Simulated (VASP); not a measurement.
Here is a VASP 6.6.1 calculation.

File INCAR:

```
SYSTEM = Na2S
PREC     = Accurate       ! precision mode
ENCUT    = 400            ! plane-wave cutoff, eV
EDIFF    = 1E-8           ! SCF threshold, eV
ISMEAR   = -1             ! smearing method
SIGMA    = 0.02           ! smearing width, eV
LREAL    = .False.        ! projectors in reciprocal space
LASPH    = .True.         ! aspherical terms in the spheres
NELM     = 120            ! most SCF steps
ALGO     = Normal         ! electronic algorithm
ISIF     = 2              ! what is computed and relaxed
LWAVE    = .False.        ! write WAVECAR
LCHARG   = .False.        ! write CHGCAR
GGA      = PS             ! functional
LEFG     = .True.       
NBANDS   = 17             ! bands
GGA_COMPAT= .False.
```

The input KPOINTS:

```
regular mesh
0
Gamma
  8 8 8
  0 0 0
```

The input POSCAR:

```
Na2S
1.0
    0.0000000000      3.2738406112      3.2738406112
    3.2738406112      0.0000000000      3.2738406112
    3.2738406112      3.2738406112      0.0000000000
Na S
2 1
Direct
    0.2500000000      0.2500000000      0.2500000000
    0.7500000000      0.7500000000      0.7500000000
    0.0000000000      0.0000000000      0.0000000000
```

Potentials or basis: VASP PAW PBE potentials, release 64 (Na_pv, S).

The run is started by

```console
$ cat potpaw_PBE.64/Na_pv/POTCAR potpaw_PBE.64/S/POTCAR > POTCAR
$ mpirun -np 1 vasp_std > vasp.out
```

Problem. What does it give for the band gap on the k mesh?

Solution. 2.35 eV.

Problem. Estimate the pressure.

Solution. -0.8 GPa.

Caveat: the PAW data sets were made with another functional, which shifts forces and pressure a little. A k mesh can miss the band edges.
